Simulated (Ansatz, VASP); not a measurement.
# Ni in VASP and in Ansatz

```
CELL_PARAMETERS angstrom
0.00000 1.73095 1.73095
1.73095 0.00000 1.73095
1.73095 1.73095 0.00000
ATOMIC_POSITIONS crystal
Ni 0.00000 0.00000 0.00000
```

Alike in both runs: functional PBEsol; k mesh 16 × 16 × 16; occupations fermi-dirac, width 0.05 eV; collinear spin.

Ansatz relaxed the structure, and its values are those at the end. VASP's run is a single point on that final structure, the one shown.

|  | VASP | Ansatz |
| --- | --- | --- |
| version | VASP 6.6.1 | Ansatz 0.2.0 |
| potentials or method | VASP PAW PBE potentials, release 64 (Ni) | PAW with Ansatz's default frozen-core files, scalar-relativistic |
| plane-wave cutoff (eV) | 520 | 420 |
| valence electrons in the cell | 10 | 18 |

Ansatz gave:

- pressure (GPa): 0.0
- net moment per atom (μB): 0.59
- size of the moment on the site where the two differ most (μB): 0.63

Task: What did VASP give for the same quantities?

Result: Pressure (GPa): 0.0; net moment per atom (μB): 0.59; size of the moment on the site where the two differ most (μB): 0.59.

VASP's potentials were made for PBE, not for PBEsol. Site moments also hang on the region over which each program counts them. VASP's potentials hold 10 valence electrons a cell and Ansatz's 18, so a difference there can come from the potentials and not from the codes.
